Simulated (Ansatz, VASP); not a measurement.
One calculation of Ni, two programs

The input INCAR:

```
SYSTEM = Ni
ALGO = Normal
EDIFF = 1E-6
ENCUT = 520
GGA = PE
ISIF = 2
ISMEAR = -1
LASPH = .True.
LCHARG = .True.
LELF = .True.
LREAL = .False.
LVHAR = .True.
LWAVE = .False.
NBANDS = 11
NELM = 60
PREC = Accurate
SIGMA = 0.1
```

File KPOINTS:

```
k-points
0
Gamma
  21 21 21
  0 0 0
```

The input POSCAR:

```
Ni
1.0
   -1.2410786293      1.2410786293      1.2410786293
    1.2410786293     -1.2410786293      1.2410786293
    1.2410786293      1.2410786293     -1.2410786293
Ni
1
Direct
    0.0000000000      0.0000000000      0.0000000000
```

Input for Ansatz:

```yaml
crystal:
  lattice:
    - [-1.2410786293, 1.2410786293, 1.2410786293]
    - [1.2410786293, -1.2410786293, 1.2410786293]
    - [1.2410786293, 1.2410786293, -1.2410786293]
  atoms:
    - { symbol: Ni, position: [0.0, 0.0, 0.0] }
kpoints:
  mp_grid: { grid: [21, 21, 21] }
scf:
  occupations: { method: fermi_dirac, width: 0.1 }
hamiltonian:
  xc: pbe
  pseudopotentials: { kind: all_electron, lapw: { basis_error: 0.001 } }
output:
  forces: true
  stress: true
  eigenvalues: true
  populations: true
```

Change from the starting cell: volume scaled by 0.7, LAPW.

Alike in both runs: task single point; functional PBE; k mesh 21 × 21 × 21; occupations fermi-dirac, width 0.1 eV; no spin polarisation.

```csv
,VASP,Ansatz
version,VASP 6.6.1,Ansatz 0.2.0
potentials or method,"VASP PAW PBE potentials, release 64 (Ni), cutoff 520 eV","all-electron LAPW, scalar-relativistic"
```

VASP gave:

| Quantity | Value |
| --- | --- |
| pressure (GPa) | 164.0 |

**Question.** What did Ansatz give for the same quantities?

**Answer.** Pressure (GPa): 165.3.

Both programs put the cell under a high pressure, so it lies far from rest at this level. Ansatz ran all-electron here, and VASP with PAW potentials.

Noted on VASP's run: the cell as given lies far from equilibrium.
